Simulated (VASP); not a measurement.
## TePb: single point with PBE

Crystal: TePb.

```
Te Pb
1.0
     0.00000    3.12700    3.12700
     3.12700    0.00000    3.12700
     3.12700    3.12700    0.00000
Te Pb
1 1
Direct
  0.50000 0.50000 0.50000
  0.00000 0.00000 0.00000
```

```json
{"Program": "VASP 6.6.1", "Task": "single point", "Functional": "PBE", "Potentials or basis": "VASP PAW PBE potentials, release 64 (Te, Pb_d)", "Cutoff": "520 eV", "k mesh": "6 × 6 × 6", "Occupations": "gaussian, width 0.01 eV", "Spin": "no spin polarisation"}
```

```json
{"Pressure": "7.9 GPa", "Band gap on the k mesh": "0.49 eV, direct"}
```

Levels at points of the mesh, in eV from the valence-band top:
```
           k point  band 7  band 8  band 9  band 10  band 11  band 12  band 13  band 14
(0.00, 0.00, 0.00)   -5.37   -1.78   -1.78    -1.78     4.13     4.13     4.13     5.51
(0.50, 0.00, 0.00)   -9.21   -1.25   -1.25     0.00     0.49     0.96     0.96     8.46
(0.50, 0.50, 0.00)   -7.51   -5.36   -3.44    -3.44     2.79     5.80     5.80     7.25
```

Run time: 18 s on 1 thread of Intel(R) Xeon(R) Platinum 8259CL CPU @ 2.50GHz (Skylake/Cascade Lake), with other jobs on the host, peak memory 0.2 GiB.

Caveat: spin-orbit coupling is left out, which moves the levels of the heavy elements. A k mesh can miss the band edges.
